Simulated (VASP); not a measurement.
## Co: single point with PBE

The system is Co.

```xyz
2
Lattice="2.5054 0.0000 0.0000 -1.2527 2.1697 0.0000 0.0000 0.0000 4.0893" Properties=species:S:1:pos:R:3 pbc="T T T"
Co    0.0000    1.4465    1.0223
Co    1.2527    0.7232    3.0670
```

```yaml
Program: VASP 6.6.1
Task: single point
Functional: PBE
Potentials_or_basis: VASP PAW PBE potentials, release 64 (Co)
Cutoff: 520 eV
k_mesh: 14 × 14 × 7
Occupations: fermi-dirac, width 0.05 eV
Spin: collinear spin, ferromagnetic start
Starting_moments: "[3.0, 3.0] μB"
```

| Quantity | Value |
| --- | --- |
| Pressure | -5.3 GPa |
| Net moment | 3.25 μB per cell |
| Site moments | Co +1.65 μB |
| Valence electrons inside the program's atomic spheres | Co 8.23 |

Stress tensor (GPa, compression positive):
```
-4.40  0.00  0.00
 0.00 -4.40  0.00
 0.00  0.00 -7.03
```

Levels at points of the mesh, in eV from the Fermi level:
Spin up:
| k point | band 7 | band 8 | band 9 | band 10 | band 11 | band 12 | band 13 | band 14 | band 15 | band 16 |
| --- | --- | --- | --- | --- | --- | --- | --- | --- | --- | --- |
| (0.00, 0.00, 0.00) | -2.26 | -1.90 | -1.90 | -0.88 | -0.88 | -0.16 | 6.01 | 21.89 | 24.30 | 24.30 |
| (0.50, 0.00, 0.00) | -2.19 | -0.72 | -0.68 | -0.58 | 1.26 | 3.22 | 9.44 | 10.06 | 12.46 | 13.58 |
Spin down:
| k point | band 3 | band 4 | band 5 | band 6 | band 7 | band 8 | band 9 | band 10 | band 11 | band 12 |
| --- | --- | --- | --- | --- | --- | --- | --- | --- | --- | --- |
| (0.00, 0.00, 0.00) | -0.99 | -0.91 | -0.91 | -0.57 | -0.57 | -0.23 | -0.11 | -0.11 | 1.03 | 1.03 |
| (0.50, 0.00, 0.00) | -3.12 | -1.76 | -1.02 | -1.00 | -0.62 | 1.17 | 1.26 | 1.32 | 2.47 | 4.19 |

It took 36 s on 1 thread of Intel(R) Xeon(R) 6975P-C (Granite Rapids) (shared host), peak memory 0.18 GiB.

Caveat: the cell stands under tension.
